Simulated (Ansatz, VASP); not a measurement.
**Li4F: VASP beside Ansatz**

```
Li F
1.0
     2.43820    1.40770    3.29551
    -2.43820    1.40770    3.29551
     0.00000   -2.81539    3.29551
Li F
4 1
Direct
  0.50000 0.50000 0.00000
  0.00000 0.50000 0.50000
  0.50000 0.00000 0.50000
  0.50000 0.50000 0.50000
  0.00000 0.00000 0.00000
```

Alike in both runs: task relaxation of cell and atoms; functional PBE; k mesh 6 × 6 × 6; occupations gaussian, width 0.1 eV; no spin polarisation.

```csv
,VASP,Ansatz
version,VASP 6.6.1,Ansatz 0.2.0
potentials or method,"VASP PAW PBE potentials, release 64 (Li_sv, F_h), cutoff 910 eV","scalar-relativistic, plane waves, PAW"
valence electrons in the cell,19,19
```

VASP gave:

- gap on the k mesh at the Fermi level, each at its own relaxed structure (eV): none
- relaxed volume (Å³/atom): 18.77
- relaxed length of the cell vector where the two differ most in proportion (Å): 5.069

Q: What did Ansatz give for the same quantities?

A: gap on the k mesh at the Fermi level, each at its own relaxed structure (eV): none; relaxed volume (Å³/atom): 24.38; relaxed length of the cell vector where the two differ most in proportion (Å): 6.075.

A gap of «none» marks a metal or a gap that the smearing closes. One of these differences is far larger than is usual between the two programs; its cause wasn't traced.

Noted on VASP's run: the cutoff is under 1.25 times that of the potentials, so the pressure is a little rough; the volume moved by over 15 % at a fixed basis, so the end points are rough.
